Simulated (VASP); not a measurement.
Runs of VASP 6.6.1 on Al2O3 (Corundum). The structure is that of space group R-3c (No. 167), or close to it. The cells are those of the table. 

| task | level | potentials or basis | cell | cutoff (eV) | gap on the mesh (eV) | pressure (GPa) | largest force (eV/Å) |
| --- | --- | --- | --- | --- | --- | --- | --- |
| single point | PBE | VASP PAW PBE potentials, release 64 (Al, O) | a = 5.180 Å, angles 55.3°, 10 atoms | 520 | 5.85 | 0.0 | 0.01 |
| single point | PBEsol | VASP PAW PBE potentials, release 64 (Al, O) | a = 5.139 Å, angles 55.3°, 10 atoms | 520 | (a) | (b) | 0.01 |
| relaxation of cell and atoms | PBE | VASP PAW PBE potentials, release 64 (Al, O) | relaxed from a = 5.130 Å, angles 55.3°, 10 atoms | 600 | 5.88 | 0.1 | - |
| single point | LDA | VASP PAW LDA potentials, release 64 (Al, O) | a = 5.091 Å, angles 55.3°, 10 atoms | 520 | 6.45 | 1.0 | - |
| single point | r2SCAN | VASP PAW PBE potentials, release 64 (Al, O) | a = 5.129 Å, angles 55.3°, 10 atoms | 520 | 7.17 | -0.3 | - |

Alike in all rows: no spin polarisation; k mesh 6 × 6 × 6; smearing fermi-dirac 0.02 eV.

Task: Estimate the missing entries.

Result: (a) 6.04; (b) 0.2.

Caveats: the PAW data sets were made with another functional, which shifts forces and pressure a little (some runs).

A k mesh can miss the band edges.
